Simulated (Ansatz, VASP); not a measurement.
## One calculation of CuI, two programs

```
Cu I
1.0
     3.72104    0.00000    0.00000
     0.00000    3.72104    0.00000
     0.00000    0.00000    3.72104
Cu I
1 1
Direct
  0.00000 0.00000 0.00000
  0.50000 0.50000 0.50000
```

Alike in both runs: task single point; functional PBE; k mesh 6 × 6 × 6; occupations fermi-dirac, width 0.02 eV; no spin polarisation.

|  | VASP | Ansatz |
| --- | --- | --- |
| version | VASP 6.6.1 | Ansatz 0.2.0 |
| potentials or method | VASP PAW PBE potentials, release 64 (Cu, I) | plane waves, PAW |
| plane-wave cutoff (eV) | 520 | 420 |
| valence electrons in the cell | 18 | 36 |

```tsv
	VASP	Ansatz	Ansatz less VASP
pressure (GPa)	-1.9	-1.9	-0.02
```

VASP's potentials hold 18 valence electrons a cell and Ansatz's 36, so a difference there can come from the potentials and not from the codes.

Neither program's run includes spin-orbit coupling.
